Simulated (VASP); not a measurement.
A run of VASP 6.6.1 is set up as follows.

The input INCAR:

```
SYSTEM = Pd12S
PREC = Accurate
ENCUT = 520
EDIFF = 1E-7
ISMEAR = 0
SIGMA = 0.1
LREAL = .FALSE.
LASPH = .TRUE.
NELM = 80
ALGO = Normal
ISIF = 2
LWAVE = .FALSE.
LCHARG = .TRUE.
LDIPOL = .TRUE.
IDIPOL = 3
DIPOL = 0.5 0.5 0.326
LELF = .TRUE.
LVHAR = .TRUE.
LVACPOTAV = .TRUE.
NBANDS = 75
```

File KPOINTS:

```
Automatic mesh
0
G
  6 6 1
  0 0 0
```

POSCAR

```
Pd12S
1.0
    5.4294429595      0.0000000000      0.0000000000
   -2.7147214798      4.7020355313      0.0000000000
    0.0000000000      0.0000000000     19.9331216116
Pd S
12 1
Direct
    0.3333333333      0.1666666667      0.2006710277
    0.3333333333      0.6666666667      0.2006710277
    0.8333333333      0.1666666667      0.2006710277
    0.8333333333      0.6666666667      0.2006710277
    0.1666666667      0.3333333333      0.3118709115
    0.1666666667      0.8333333333      0.3118709115
    0.6666666667      0.3333333333      0.3118709115
    0.6666666667      0.8333333333      0.3118709115
    0.0000000000      0.0000000000      0.4230707952
    0.0000000000      0.5000000000      0.4230707952
    0.5000000000      0.0000000000      0.4230707952
    0.5000000000      0.5000000000      0.4230707952
    0.3333333333      0.1666666667      0.5013904263
```

Potentials or basis: VASP PAW LDA potentials, release 64 (Pd, S).

Command:

```bash
$ cat potpaw_LDA.64/Pd/POTCAR potpaw_LDA.64/S/POTCAR > POTCAR
$ mpirun -np 1 vasp_std > vasp.out
```

(1) Estimate the largest force.

(2) What does it give for the band gap on the k mesh?

Answers

(1) 0.814 eV/Å.

(2) zero (bands 63 and 64 overlap by 0.48 eV).
